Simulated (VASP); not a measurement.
Write the native input for VASP 6.6.1 that does the following.

```yaml
Task: relaxation of cell and atoms
Functional: PBE
Potentials_or_basis: VASP PAW PBE potentials, release 64 (Cd, Se)
Cutoff: 500 eV
k_mesh: 4 × 4 × 4
Occupations: gaussian, width 0.1 eV
Spin: no spin polarisation
Dipole_correction: no
Further_INCAR_settings: ALGO = Normal; EDIFF = 1e-07; IBRION = 2; EDIFFG = -0.04; NSW = 90; ISIF = 3
```

The structure of CdSe lies in POSCAR:

```
CdSe
1.0
   -4.0683908300      4.0683908300      4.0683908300
    4.0683908300     -4.0683908300      4.0683908300
    4.0683908300      4.0683908300     -4.0683908300
Cd Se
4 4
Direct
    0.3171980400      0.3171980400      0.3171980400
    0.0000000000      0.0000000000      0.6828019600
    0.0000000000      0.6828019600      0.0000000000
    0.6828019600      0.0000000000      0.0000000000
    0.6828019600      0.6828019600      0.6828019600
    0.0000000000      0.0000000000      0.3171980400
    0.0000000000      0.3171980400      0.0000000000
    0.3171980400      0.0000000000      0.0000000000
```

The cell was generated, and may not be a known phase.

One way to write it, as run:

INCAR

```
SYSTEM = CdSe
PREC     = Accurate       ! precision mode
ENCUT    = 500            ! plane-wave cutoff, eV
EDIFF    = 1E-7           ! SCF threshold, eV
ISMEAR   = 0              ! smearing method
SIGMA    = 0.1            ! smearing width, eV
LREAL    = .FALSE.        ! projectors in reciprocal space
LASPH    = .TRUE.         ! aspherical terms in the spheres
NELM     = 120            ! most SCF steps
ALGO     = Normal         ! electronic algorithm
ISIF     = 3              ! what is computed and relaxed
LWAVE    = .FALSE.        ! write WAVECAR
LCHARG   = .FALSE.        ! write CHGCAR
GGA      = PE             ! functional
IBRION   = 2              ! ionic algorithm
NSW      = 90             ! ionic steps
EDIFFG   = -0.04          ! ionic threshold
GGA_COMPAT= .FALSE.      
NELMIN   = 4
```

KPOINTS

```
regular mesh
0
G
  4 4 4
  0 0 0
```

Potentials or basis: VASP PAW PBE potentials, release 64 (Cd, Se).

Run with:

```bash
$ cat potpaw_PBE.64/Cd/POTCAR potpaw_PBE.64/Se/POTCAR > POTCAR
$ mpirun -np 1 vasp_std > vasp.out
```

Results of the run:

```json
{
 "Relaxed volume": "37.93 Å³/atom",
 "Relaxed cell": "a = 7.332 Å, b = 7.332 Å, c = 7.332 Å, α = 109.47°, β = 109.47°, γ = 109.47°",
 "Space group after relaxing (to 0.1 Å)": "I-43m (No. 217)",
 "Energy gained by relaxing": "108.7 meV/atom",
 "Ionic steps": "9",
 "Pressure after relaxing": "0.1 GPa",
 "Largest force after relaxing": "0.010 eV/Å",
 "Band gap on the k mesh": "0.90 eV (least direct gap 0.95 eV)"
}
```

Run time: 6.6 min on 1 thread of Intel(R) Xeon(R) 6975P-C (Granite Rapids) (shared host), peak memory 0.45 GiB.
